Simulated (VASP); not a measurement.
CdS: single point with PBEsol

Crystal: CdS.

```xyz
2
Lattice="2.9123 2.9123 0.0000 -2.9123 2.9123 0.0000 0.0000 2.9123 2.9123" Properties=species:S:1:pos:R:3 pbc="T T T"
Cd    0.0000    0.0000    0.0000
S     1.4561    4.3684    1.4561
```

```json
{"Program": "VASP 6.6.1", "Task": "single point", "Functional": "PBEsol", "Potentials or basis": "VASP PAW PBE potentials, release 64 (Cd, S)", "Cutoff": "520 eV", "k mesh": "8 × 8 × 8", "Occupations": "gaussian, width 0.01 eV", "Spin": "non-collinear spin, zero start, spin-orbit coupling", "Starting moments": "[[0.0, 0.0, 0.0], [0.0, 0.0, 0.0]] μB"}
```

```
Pressure                                              : 0.3 GPa
Net moment                                            : 0.00 μB per cell
Valence electrons inside the program's atomic spheres : Cd 10.33; S 3.69
```

Moments on the atoms (μB; x, y, z):
```
Cd  0.00 0.00 0.00
S   0.00 0.00 0.00
```

Run time: 47 s on 1 thread of Intel(R) Xeon(R) 6975P-C (Granite Rapids) (shared host), peak memory 0.35 GiB.

Caveat: the PAW data sets were made with another functional, which shifts forces and pressure a little.
